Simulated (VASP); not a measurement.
NbTe:

```
CELL_PARAMETERS angstrom
3.70297 0.00000 0.00000
-1.85149 3.20687 0.00000
0.00000 0.00000 3.69421
ATOMIC_POSITIONS crystal
Te 0.66667 0.33333 0.00000
Nb 0.00000 0.00000 0.50000
```

Base run:

```yaml
Program: VASP 6.6.1
Functional: PBEsol
Potentials_or_basis: VASP PAW PBE potentials, release 64 (Te, Nb_sv)
Cutoff: 520 eV
k_mesh: 8 × 8 × 7
Occupations: fermi-dirac, width 0.05 eV
Spin: no spin polarisation
```

Its results: pressure -5.3 GPa.

**Question.** The run is repeated on the same cell with these changes: dispersion from none to D3(BJ). What comes out?

**Answer.** Pressure -10.0 GPa.

Dispersion adds attraction, which lowers the pressure at fixed volume and, as a term added to the energy, leaves the levels alone.

Caveats: the PAW data sets were made with another functional, which shifts forces and pressure a little; spin-orbit coupling is left out, which moves the levels of the heavy elements; three body term missing (some runs); pairwise dispersion overbinds metals, which lowers pressure and volume (some runs).
